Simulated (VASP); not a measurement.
# Se (P6_3/mmc) in VASP: a series of runs

Runs on Se. Level: LDA. Tasks: single point, relaxation of cell and atoms.

Everything below comes from runs of VASP 6.6.1. Logs are shortened: lines on timing, memory, paths and dates and some standing lists are left out, and cuts for length are marked.

## (1) The cell of the first run

The structure is hexagonal, space group P6_3/mmc (No. 194). Conventional cell: a = 3.623 Å, b = 3.623 Å, c = 3.913 Å, α = 90.00°, β = 90.00°, γ = 120.00°. Se (site symmetry -6m2) has 14 Se at 2.86 to 3.91 Å within 4.0 Å.

This isn't the form of Se at room conditions, which is trigonal, of chains.

## (2) Single point, LDA (22.24 Å³/atom)

File INCAR:

```
SYSTEM = Se
ALGO = Normal ; EDIFF = 1E-6
ENCUT = 520 ; ISIF = 2
ISMEAR = -1 ; LASPH = .True.
LCHARG = .True. ; LELF = .True.
LREAL = .False. ; LVHAR = .True.
LWAVE = .False. ; NBANDS = 13
NELM = 80 ; PREC = Accurate
SIGMA = 0.1
```

File KPOINTS:

```
k-points
0
Gamma
  12 12 9
  0 0 0
```

File POSCAR:

```
Se
1.0
    3.6234365303      0.0000000000      0.0000000000
   -1.8117182652      3.1379880843      0.0000000000
    0.0000000000      0.0000000000      3.9127565089
Se
2
Direct
    0.3333333333      0.6666666667      0.2500000000
    0.6666666667      0.3333333333      0.7500000000
```

Potentials or basis: VASP PAW LDA potentials, release 64 (Se).

Command:

```console
$ cat potpaw_LDA.64/Se/POTCAR > POTCAR
$ mpirun -np 1 vasp_std > vasp.out
```

OUTCAR:

```text
SYSTEM = Se
   EDIFF = 1E-6
   ENCUT = 520
   ISIF = 2
   ISMEAR = -1
   LASPH = .True.
   LREAL = .False.
   NELM = 80
   PREC = Accurate

 ion  position               nearest neighbor table
   1  0.333  0.667  0.250-
   2  0.667  0.333  0.750-

  LATTYP: Found a hexagonal cell.
 ALAT       =     3.6234365303
 C/A-ratio  =     1.0798468460

  Lattice vectors:

 A1 = (   3.6234365303,   0.0000000000,   0.0000000000)
 A2 = (  -1.8117182652,   3.1379880843,   0.0000000000)
 A3 = (   0.0000000000,   0.0000000000,   3.9127565089)

Analysis of symmetry for initial positions (statically):
=====================================================================
 Subroutine PRICEL returns:
 Original cell was already a primitive cell.

 Routine SETGRP: Setting up the symmetry group for a
 hexagonal supercell.

 Subroutine GETGRP returns: Found 24 space group operations
 (whereof 12 operations were pure point group operations)
 out of a pool of 24 trial point group operations.

The static configuration has the point symmetry D_3d.
 The point group associated with its full space group is D_6h.

Analysis of symmetry for dynamics (positions and initial velocities):
=====================================================================
 Subroutine PRICEL returns:
 Original cell was already a primitive cell.

 Routine SETGRP: Setting up the symmetry group for a
 hexagonal supercell.

 Subroutine GETGRP returns: Found 24 space group operations
 (whereof 12 operations were pure point group operations)
 out of a pool of 24 trial point group operations.

The dynamic configuration has the point symmetry D_3d.
 The point group associated with its full space group is D_6h.

 Subroutine INISYM returns: Found 24 space group operations
 (whereof 12 operations are pure point group operations),
 and found     1 'primitive' translations

----------------------------------------------------------------------------------------

                                     Primitive cell

  volume of cell :      44.4892

  direct lattice vectors                    reciprocal lattice vectors
     3.623436530  0.000000000  0.000000000     0.275981100  0.159337762  0.000000000
    -1.811718265  3.137988084  0.000000000     0.000000000  0.318675525  0.000000000
     0.000000000  0.000000000  3.912756509     0.000000000  0.000000000  0.255574299

  length of vectors
     3.623436530  3.623436530  3.912756509     0.318675525  0.318675525  0.255574299

  position of ions in fractional coordinates (direct lattice)
     0.333333333  0.666666667  0.250000000
     0.666666667  0.333333333  0.750000000

  ion indices of the primitive-cell ions
   primitive index   ion index
                 1           1
                 2           2

----------------------------------------------------------------------------------------

 KPOINTS: k-points

Automatic generation of k-mesh.
 Grid dimensions read from file:
 generate k-points for:   12   12    9

 Generating k-lattice:

  Cartesian coordinates                     Fractional coordinates (reciprocal lattice)
     0.022998425  0.013278147  0.000000000     0.083333333  0.000000000  0.000000000
     0.000000000  0.026556294  0.000000000     0.000000000  0.083333333  0.000000000
     0.000000000  0.000000000  0.028397144     0.000000000  0.000000000  0.111111111

  Length of vectors
     0.026556294  0.026556294  0.028397144

  Shift w.r.t. Gamma in fractional coordinates (k-lattice)
     0.000000000  0.000000000  0.000000000

 Subroutine IBZKPT returns following result:
 ===========================================

 Found     95 irreducible k-points:

 Following reciprocal coordinates:
            Coordinates               Weight
  0.000000  0.000000  0.000000      1.000000
  0.083333  0.000000  0.000000      6.000000
  0.166667 -0.000000  0.000000      6.000000
  0.250000  0.000000  0.000000      6.000000
  0.333333 -0.000000  0.000000      6.000000
  0.416667  0.000000  0.000000      6.000000
[... 16 lines left out ...]
  0.250000  0.000000  0.111111     12.000000
  0.333333 -0.000000  0.111111     12.000000
 [... further k-points ...]
   k-points           NKPTS =     95   k-points in BZ     NKDIM =     95   number of bands    NBANDS=     13
   number of dos      NEDOS =    301   number of ions     NIONS =      2
   total plane-waves  NPLWV =  23520
   dimension x,y,z NGX =    28 NGY =   28 NGZ =   30
   dimension x,y,z NGXF=    56 NGYF=   56 NGZF=   60
   ions per type =               2
   NGX,Y,Z   is equivalent  to a cutoff of  12.85, 12.85, 12.75 a.u.
   NGXF,Y,Z  is equivalent  to a cutoff of  25.69, 25.69, 25.49 a.u.
 SYSTEM =  Se
   PREC   = accura    normal or accurate (medium, high low for compatibility)
   ISTART =      0    job   : 0-new  1-cont  2-samecut
   ICHARG =      2    charge: 1-file 2-atom 10-const
   ISPIN  =      1    spin polarized calculation?
   LNONCOLLINEAR =      F non collinear calculations
   LSORBIT =      F    spin-orbit coupling
[... 25 lines left out ...]
  Fermi-wavevector in a.u.,A,eV,Ry     =   1.057752  1.998861 15.222719  1.118838
  Thomas-Fermi vector in A             =   2.193036
   LORBIT       =      0    0 simple, 1 ext, 2 COOP (PROOUT), +10 PAW based schemes
   GGA     = CA    functional components
   LHFCALC =     F    Hartree Fock is set to
   AEXX    =    0.0000 exact exchange contribution
   IVDW    =     0    specifies the selected vdW correction
   LEPSILON=     F    determine dielectric tensor
   LRPA    =     F    only Hartree local field effects (RPA)
 non-spin polarized calculation
  energy-cutoff  :      520.00
  volume of cell :       44.49
 maximum number of plane-waves:      1216
 NGX is ok and might be reduce to    28
   NGX = 13   NGY = 13   NGZ = 15

 number of electron      12.0000000 magnetization

 Free energy of the ion-electron system (eV)
  ---------------------------------------------------
  ext. energy  EPLUGINS =         0.00000000
  ---------------------------------------------------
  free energy    TOTEN  =        -7.75676910 eV

  energy without entropy =       -7.71723009  energy(sigma->0) =       -7.73699960

 E-fermi :   4.6910     XC(G=0): -10.2766

 val. band max:        4.6823680099   @ k =   0.1667   0.1667   0.0000
 cond. band min:       4.6972611276   @ k =   0.4167   0.0000   0.3333
 fundamental gap:      0.0148931177
 Fermi energy:         4.6909932812

 k-point     1 :       0.0000    0.0000    0.0000
  band No.  band energies     occupation
      1     -11.1852      2.00000
      2      -5.6001      2.00000
      3      -0.2303      2.00000
      4       2.7025      2.00000
      5       2.7025      2.00000
      6       5.6543      0.00013
      7       5.6543      0.00013
      8       8.0832      0.00000
      9       9.0071      0.00000
     10      11.9263      0.00000
     11      14.7139      0.00000
     12      14.7139      0.00000
     13      16.5302      0.00000

 k-point     2 :       0.0833    0.0000    0.0000
  band No.  band energies     occupation
      1     -11.1079      2.00000
      2      -5.6663      2.00000
      3      -0.1462      2.00000
      4       2.4245      2.00000
      5       2.5327      2.00000
      6       5.4483      0.00103
      7       5.8232      0.00002
      8       7.8304      0.00000
      9       9.3455      0.00000
     10      12.2730      0.00000
     11      14.3087      0.00000
     12      14.7589      0.00000
     13      16.2749      0.00000

 k-point     3 :       0.1667   -0.0000    0.0000
  band No.  band energies     occupation
      1     -10.8796      2.00000
      2      -5.8768      2.00000
      3       0.1028      2.00000
      4       1.8123      2.00000
      5       2.1499      2.00000
      6       4.9703      0.11541
      7       6.1850      0.00000
      8       7.1629      0.00000
      9      10.1002      0.00000
     10      12.3877      0.00000
     11      14.5938      0.00000
     12      15.0011      0.00000
     13      15.7405      0.00000
[... 305 lines left out ...]
 k-point    23 :       0.2500    0.0000    0.1111
  band No.  band energies     occupation
      1     -10.4175      2.00000
      2      -6.4144      2.00000
      3      -0.0352      2.00000
      4       1.8393      2.00000
      5       1.9816      2.00000
      6       4.0306      1.99729
      7       6.3080      0.00000
      8       6.4671      0.00000
      9      10.4964      0.00000
     10      12.8391      0.00000
     11      14.4892      0.00000
     12      14.5536      0.00000
     13      16.5135      0.00000

 k-point    24 :       0.3333   -0.0000    0.1111
  band No.  band energies     occupation
      1      -9.9490      2.00000
      2      -6.8425      2.00000
      3      -0.1356      2.00000
      4       1.5043      2.00000
      5       1.9768      2.00000
      6       3.3965      2.00000
      7       5.9079      0.00001
      8       6.4599      0.00000
      9       9.9365      0.00000
     10      13.8288      0.00000
     11      14.3181      0.00000
     12      14.8127      0.00000
     13      17.1709      0.00000

 [... further k-points ...]

------------------------ aborting loop because EDIFF is reached ----------------------------------------

  FORCE on cell =-STRESS in cart. coord.  units (eV):
  Direction    XX          YY          ZZ          XY          YZ          ZX
  --------------------------------------------------------------------------------------
  -------------------------------------------------------------------------------------
  Total       -1.1750944     -1.1750944     -2.1450767      0.0000000      0.0000000      0.0000000
  in kB      -42.3183345    -42.3183345    -77.2500256      0.0000000      0.0000000      0.0000000
  external PRESSURE =     -53.9622315 kB  Pullay stress =       0.0000000 kB

 VOLUME and BASIS-vectors are now :
 -----------------------------------------------------------------------------
  energy-cutoff  :      520.00
  volume of cell :       44.49
      direct lattice vectors                 reciprocal lattice vectors
     3.623436530  0.000000000  0.000000000     0.275981100  0.159337762  0.000000000
    -1.811718265  3.137988084  0.000000000     0.000000000  0.318675525  0.000000000
     0.000000000  0.000000000  3.912756509     0.000000000  0.000000000  0.255574299

 POSITION                                       TOTAL-FORCE (eV/Angst)
 -----------------------------------------------------------------------------------
     -0.00000      2.09199      0.97819        -0.000000      0.000000      0.000000
      1.81172      1.04600      2.93457         0.000000     -0.000000      0.000000
 -----------------------------------------------------------------------------------
    total drift:                               -0.000000      0.000000      0.000000

  FREE ENERGIE OF THE ION-ELECTRON SYSTEM (eV)
  ---------------------------------------------------
  free  energy   TOTEN  =        -7.7567691024 eV

  energy  without entropy=       -7.7172300932  energy(sigma->0) =       -7.73699960
```

Wall time 29 s (1 thread of Intel Xeon Platinum 8559C (Emerald Rapids), shared host); peak memory 0.16 GiB.

What came out:

```
Free energy            : -7.7568 eV
Pressure               : -5.4 GPa
Band gap on the k mesh : zero (bands 6 and 7 overlap by 2.63 eV)
```

Stress tensor (GPa, compression positive):
```
-4.23  0.00  0.00
 0.00 -4.23  0.00
 0.00  0.00 -7.73
```

Levels at points of the mesh, in eV from the Fermi level:
```csv
k point,band 3,band 4,band 5,band 6,band 7,band 8,band 9,band 10
"(0.00, 0.00, 0.00)",-4.92,-1.99,-1.99,0.96,0.96,3.39,4.32,7.24
"(0.50, 0.00, 0.00)",-4.23,-3.58,-2.80,-0.97,-0.65,2.20,4.17,9.59
```

Caveat: the cell stands under tension.

## (3) Single point, LDA (23.07 Å³/atom)

This run uses another cell than the first one, of 23.07 Å³/atom.

File INCAR:

```
PREC = Accurate ; ENCUT = 520
EDIFF = 1E-6 ; ISMEAR = -1
SIGMA = 0.1 ; LREAL = False
LASPH = True ; NELM = 80
ALGO = Normal ; ISIF = 2
LWAVE = False ; LCHARG = False
GGA = CA ; NBANDS = 13
```

File KPOINTS:

```
Automatic mesh
0
Gamma
  12 12 9
```

File POSCAR:

```
Se
1.0
    3.6676291361      0.0000000000      0.0000000000
   -1.8338145681      3.1762600035      0.0000000000
    0.0000000000      0.0000000000      3.9604777548
Se
2
Direct
    0.3333333333      0.6666666667      0.2500000000
    0.6666666667      0.3333333333      0.7500000000
```

Potentials or basis: VASP PAW LDA potentials, release 64 (Se).

Command:

```console
$ cat potpaw_LDA.64/Se/POTCAR > POTCAR
$ mpirun -np 1 vasp_std > vasp.out
```

It took 29 s on 1 thread of Intel Xeon Platinum 8559C (Emerald Rapids), shared host; peak memory 0.16 GiB.

It converged, with:

* Free energy: -7.6910 eV
* Pressure: -7.3 GPa
* Band gap on the k mesh: zero (bands 6 and 7 overlap by 2.57 eV)

Stress tensor (GPa, compression positive):
```
 -5.83   0.00   0.00
  0.00  -5.83   0.00
  0.00   0.00 -10.33
```

Levels at points of the mesh, in eV from the Fermi level:
| k point | band 3 | band 4 | band 5 | band 6 | band 7 | band 8 | band 9 | band 10 |
| --- | --- | --- | --- | --- | --- | --- | --- | --- |
| (0.00, 0.00, 0.00) | -4.71 | -1.91 | -1.91 | 0.93 | 0.93 | 3.21 | 4.45 | 7.13 |
| (0.50, 0.00, 0.00) | -4.10 | -3.42 | -2.67 | -0.94 | -0.60 | 2.08 | 4.33 | 9.55 |

Caveat: the cell stands under tension.

## (4) Relaxation of cell and atoms, LDA

This run uses another cell than the first one, of 21.81 Å³/atom.

File INCAR:

```
ALGO = Normal ; EDIFF = 1E-6
EDIFFG = -0.01 ; ENCUT = 600
GGA = CA ; IBRION = 2
ISIF = 3 ; ISMEAR = -1
LASPH = T ; LCHARG = F
LREAL = F ; LWAVE = F
NELM = 60 ; NSW = 80
PREC = Accurate ; SIGMA = 0.1
```

File KPOINTS:

```
k-points
0
Gamma
  12 12 6
```

File POSCAR:

```
Se
1.0
    3.1360302227      0.0000000000      0.0000000000
   -1.5680151114      2.7158818399      0.0000000000
    0.0000000000      0.0000000000      5.1211373537
Se
2
Direct
    0.3333333333      0.6666666667      0.2500000000
    0.6666666667      0.3333333333      0.7500000000
```

Command:

```console
$ cat potpaw_LDA.64/Se/POTCAR > POTCAR
$ mpirun -np 1 vasp_std > vasp.out
```

It took 6 min on 1 thread of Intel Xeon Platinum 8559C (Emerald Rapids), shared host; peak memory 0.19 GiB.

The run converged. Its results:

| Item | Value |
| --- | --- |
| Free energy | -7.8053 eV |
| Relaxed volume | 20.63 Å³/atom |
| Relaxed cell | a = 3.533 Å, b = 3.533 Å, c = 3.817 Å, α = 90.00°, β = 90.00°, γ = 120.00° |
| Space group after relaxing (to 0.1 Å) | P6_3/mmc (No. 194) |
| Energy gained by relaxing | 389.7 meV/atom |
| Ionic steps | 23 |
| Pressure after relaxing | 0.0 GPa |
| Band gap on the k mesh | zero (bands 6 and 7 overlap by 2.73 eV) |

The path:
```
step  energy change (eV)  largest force (eV/Å)  pressure (GPa)  volume (Å³)
   1              0.0000                0.0000           -8.89        43.62
   2             -0.1835                0.0000            4.03        36.41
   3             -0.1960                0.0000            0.66        37.68
   4             -0.2439                0.0000            1.25        37.43
   5             -0.4623                0.0000            5.41        36.46
   6             -0.0945                0.0000           30.53        33.38
   7             -0.5521                0.0000           10.50        35.63
   8             -0.5442                0.0000           13.45        35.24
   9             -0.5492                0.0000           13.51        35.29
  10             -0.5612                0.0000           13.81        35.43
  11             -0.5715                0.0000           14.41        35.67
  12             -0.5932                0.0000           13.43        35.93
  13             -0.6501                0.0000           10.71        36.71
  14             -0.7301                0.0000            5.97        38.31
  15             -0.7754                0.0000           -1.23        41.63
  16             -0.7772                0.0000           -0.26        41.10
  17             -0.7772                0.0000           -0.06        40.98
  18             -0.7775                0.0000           -0.04        41.00
  19             -0.7782                0.0000           -0.01        41.04
  20             -0.7791                0.0000            0.09        41.11
  21             -0.7791                0.0000            0.25        41.26
  22             -0.7794                0.0000            0.16        41.18
  23             -0.7795                0.0000            0.03        41.26
```

Final structure:
```xyz
2
Lattice="3.5329 0.0000 0.0000 -1.7664 3.0595 0.0000 0.0000 0.0000 3.8169" Properties=species:S:1:pos:R:3 pbc="T T T"
Se    0.0000    2.0397    0.9542
Se    1.7664    1.0198    2.8627
```

Levels at points of the mesh, in eV from the Fermi level:
| k point | band 3 | band 4 | band 5 | band 6 | band 7 | band 8 | band 9 | band 10 |
| --- | --- | --- | --- | --- | --- | --- | --- | --- |
| (0.00, 0.00, 0.00) | -5.37 | -2.15 | -2.15 | 1.04 | 1.04 | 3.82 | 4.04 | 7.44 |
| (0.50, 0.00, 0.00) | -4.48 | -3.92 | -3.06 | -0.99 | -0.75 | 2.48 | 3.84 | 9.70 |
| (0.00, 0.00, 0.50) | -0.80 | -0.80 | -0.46 | -0.46 | -0.46 | -0.46 | 8.29 | 8.29 |
| (0.50, 0.00, 0.50) | -6.69 | -6.69 | -1.65 | -1.65 | 1.17 | 1.17 | 8.90 | 8.90 |

Caveat: a cell axis changed by over 15 % at a fixed basis, so the end point is rough.

## (5) Single point, LDA, non-collinear spin, zero start, spin-orbit coupling

This run uses another cell than the first one, of 20.60 Å³/atom.

File INCAR:

```
PREC     = Accurate       # precision mode
ENCUT    = 520            # plane-wave cutoff, eV
EDIFF    = 1E-6           # SCF threshold, eV
ISMEAR   = -1             # smearing method
SIGMA    = 0.1            # smearing width, eV
LREAL    = F              # projectors in reciprocal space
LASPH    = T              # aspherical terms in the spheres
NELM     = 150            # most SCF steps
ALGO     = Normal         # electronic algorithm
ISIF     = 2              # what is computed and relaxed
LWAVE    = F              # write WAVECAR
LCHARG   = T              # write CHGCAR
LNONCOLLINEAR= T              # non-collinear magnetism
MAGMOM   = 0 0 0 0 0 0    # initial moments
LORBIT   = 11             # projections on sites
LSORBIT  = T              # spin-orbit coupling
GGA_COMPAT= F            
LORBMOM  = T            
GGA      = CA             # functional
LVHAR    = T            
NBANDS   = 24             # bands
```

File KPOINTS:

```
Automatic mesh
0
Gamma
  10 10 8
```

File POSCAR:

```
Se
1.0
    3.5316642293      0.0000000000      0.0000000000
   -1.7658321147      3.0585109402      0.0000000000
    0.0000000000      0.0000000000      3.8136564791
Se
2
Direct
    0.3333333333      0.6666666667      0.2500000000
    0.6666666667      0.3333333333      0.7500000000
```

Command:

```console
$ cat potpaw_LDA.64/Se/POTCAR > POTCAR
$ mpirun -np 1 vasp_ncl > vasp.out
```

Wall time 96 s (1 thread of Intel Xeon Platinum 8559C (Emerald Rapids), shared host); peak memory 0.25 GiB.

Results (log left out):

```yaml
Free_energy: -7.8806 eV
Pressure: 0.1 GPa
Net_moment: 0.00 μB per cell
Valence_electrons_inside_the_program's_atomic_spheres: Se 3.68
```

Stress tensor (GPa, compression positive):
```
 0.23  0.00  0.00
 0.00  0.23  0.00
 0.00  0.00 -0.26
```

Moments on the atoms (μB; x, y, z):
```
Se  0.00 0.00 0.00
Se  0.00 0.00 0.00
```

## (6) Summary

```csv
task,spin,cell,k mesh,cutoff (eV),gap on the mesh (eV),pressure (GPa)
single point,off,"a = 3.623, b = 3.623, c = 3.913 Å, angles 90.0, 90.0, 120.0°, 2 atoms",12 × 12 × 9,520,none,-5.4
single point,off,"a = 3.668, b = 3.668, c = 3.960 Å, angles 90.0, 90.0, 120.0°, 2 atoms",12 × 12 × 9,520,none,-7.3
relaxation of cell and atoms,off,"relaxed from a = 3.136, b = 3.136, c = 5.121 Å, angles 90.0, 90.0, 120.0°, 2 atoms",12 × 12 × 6,600,none,0.0
single point,"non-collinear, zero start, SOC","a = 3.532, b = 3.532, c = 3.814 Å, angles 90.0, 90.0, 120.0°, 2 atoms",10 × 10 × 8,520,-,0.1
```

Alike in all rows: level LDA; potentials or basis VASP PAW LDA potentials, release 64 (Se); smearing fermi-dirac 0.1 eV.

Caveats: the cell stands under tension (at least some runs); a cell axis changed by over 15 % at a fixed basis, so the end point is rough (at least some runs).

Absolute energies hang on the potentials; compare differences alone.

The gap in the log of VASP goes by the Fermi energy; the results here count the filled bands.